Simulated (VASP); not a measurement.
A run of VASP 6.6.1:

File INCAR:

```
PREC = Accurate ; ENCUT = 520
EDIFF = 1E-8 ; ISMEAR = -1
SIGMA = 0.05 ; LREAL = F
LASPH = T ; NELM = 100
ALGO = Normal ; ISIF = 2
LWAVE = F ; LCHARG = F
GGA = PS ; NBANDS = 17
IBRION = 8 ; NSW = 1
```

Contents of KPOINTS:

```
Automatic mesh
0
Gamma
  6 6 6
```

The input POSCAR:

```
PbS
1.0
    0.0000000000      2.9657500000      2.9657500000
    2.9657500000      0.0000000000      2.9657500000
    2.9657500000      2.9657500000      0.0000000000
Pb S
1 1
Direct
    0.0000000000      0.0000000000      0.0000000000
    0.5000000000      0.5000000000      0.5000000000
```

Potentials or basis: VASP PAW PBE potentials, release 64 (Pb_d, S).

Launch:

```sh
$ cat potpaw_PBE.64/Pb_d/POTCAR potpaw_PBE.64/S/POTCAR > POTCAR
$ mpirun -np 1 vasp_std > vasp.out
```

Hardware: 1 thread of AMD EPYC 9R45 96-Core Processor (Zen 5), on a shared host.

Q: How long does it take, and how much memory?

A: Wall time 54 s on 1 thread of AMD EPYC 9R45 96-Core Processor (Zen 5) (shared host), peak memory 0.22 GiB. Counts: scf iterations 45, k points 16.
